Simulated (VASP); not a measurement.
Runs of VASP 6.6.1 on TiH5. The structure is that of space group P6/mmm (No. 191), or close to it. The cells are those of the table. The cell was generated, and may not be a known phase.

```tsv
task	cell	k mesh	cutoff (eV)	gap on the mesh (eV)	pressure (GPa)
single point	a = 3.354, b = 3.354, c = 2.925 Å, angles 90.0, 90.0, 120.0°, 6 atoms	12 × 12 × 12	520	none	-0.3
relaxation of cell and atoms	relaxed from a = 4.251, b = 4.251, c = 3.483 Å, angles 90.0, 90.0, 120.0°, 6 atoms	6 × 6 × 6	600	none	1.1
relaxation of cell and atoms	relaxed from a = 3.326, b = 3.326, c = 2.984 Å, angles 90.0, 90.0, 120.0°, 6 atoms	12 × 12 × 12	600	none	0.0
single point	a = 4.251, b = 4.251, c = 3.483 Å, angles 90.0, 90.0, 120.0°, 6 atoms	6 × 6 × 6	520	none	-27.9
single point	a = 3.326, b = 3.326, c = 2.984 Å, angles 90.0, 90.0, 120.0°, 6 atoms	6 × 6 × 6	520	none	(a)
```

Alike in all rows: level PBE; potentials or basis VASP PAW PBE potentials, release 64 (Ti_sv, H); no spin polarisation; smearing gaussian 0.1 eV.

Q: Fill in the values left out.

A: (a) -0.2.

Caveats: some runs use coarse meshes; the stress differs along the axes, from -30 to -24 GPa (at least some runs).

A gap of «none» marks levels without a gap at the run's occupations.
